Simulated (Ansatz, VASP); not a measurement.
ZnAu: VASP beside Ansatz

```
Zn Au
1.0
     3.14700    0.00000    0.00000
     0.00000    3.14700    0.00000
     0.00000    0.00000    3.14700
Zn Au
1 1
Direct
  0.50000 0.50000 0.57150
  0.00000 0.00000 0.00000
```

Change from the starting cell: one atom moved.

Alike in both runs: task single point; functional PBE; k mesh 12 × 12 × 12; occupations gaussian, width 0.1 eV; no spin polarisation.

|  | VASP | Ansatz |
| --- | --- | --- |
| version | VASP 6.6.1 | Ansatz 0.2.0 |
| potentials or method | VASP PAW PBE potentials, release 64 (Zn, Au), cutoff 520 eV | scalar-relativistic, plane waves, PAW |
| valence electrons in the cell | 23 | 31 |

|  | VASP | Ansatz | Ansatz less VASP |
| --- | --- | --- | --- |
| gap on the k mesh at the Fermi level (eV) | none | none | - |
| pressure (GPa) | 7.6 | 7.4 | -0.15 |
| traceless stress, the component that is largest in VASP (GPa) | -1.61 | -1.58 | +0.028 |
| rms of the force components (eV/Å) | 0.497 | 0.489 | -0.0075 |

Atom by atom the forces differ by 0.007 eV/Å (rms over components). A gap of «none» marks a metal or a gap that the smearing closes. VASP's potentials hold 23 valence electrons a cell and Ansatz's 31, so a difference there can come from the potentials and not from the codes.

Neither program's run includes spin-orbit coupling.
